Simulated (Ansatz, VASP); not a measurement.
Two plane-wave programs on Al4B3P

```
CELL_PARAMETERS angstrom
2.98193 0.00000 0.00000
-1.49097 2.58243 0.00000
0.00000 0.00000 12.75561
ATOMIC_POSITIONS crystal
Al 0.33333 0.66667 0.15502
Al 0.33333 0.66667 0.62011
Al 0.33333 0.66667 0.37989
Al 0.33333 0.66667 0.84498
B 0.00000 0.00000 0.50000
B 0.66667 0.33333 0.26008
B 0.66667 0.33333 0.73992
P 0.00000 0.00000 0.00000
```

Change from the starting cell: species swapped into the Mn4Sb3As type (P-6m2, No. 187).

Alike in both runs: functional PBE; k mesh 5 × 5 × 2; occupations gaussian, width 0.2 eV; no spin polarisation.

Ansatz relaxed the structure, and its values are those at the end. VASP's run is a single point on that final structure, the one shown.

|  | VASP | Ansatz |
| --- | --- | --- |
| version | VASP 6.6.1 | Ansatz 0.2.0 |
| potentials or method | VASP PAW PBE potentials, release 64 (Al, B, P), cutoff 500 eV | scalar-relativistic, plane waves, PAW |
| valence electrons in the cell | 26 | 26 |

Ansatz gave:

- gap on the k mesh at the Fermi level (eV): none
- pressure (GPa): 0.0
- rms of the force components (eV/Å): 0.006

Question: Estimate VASP's values.

Answer: gap on the k mesh at the Fermi level (eV): none; pressure (GPa): -0.1; rms of the force components (eV/Å): 0.005.

A gap of «none» marks a metal or a gap that the smearing closes.

The k mesh is coarse, so the values compare programs but aren't converged.
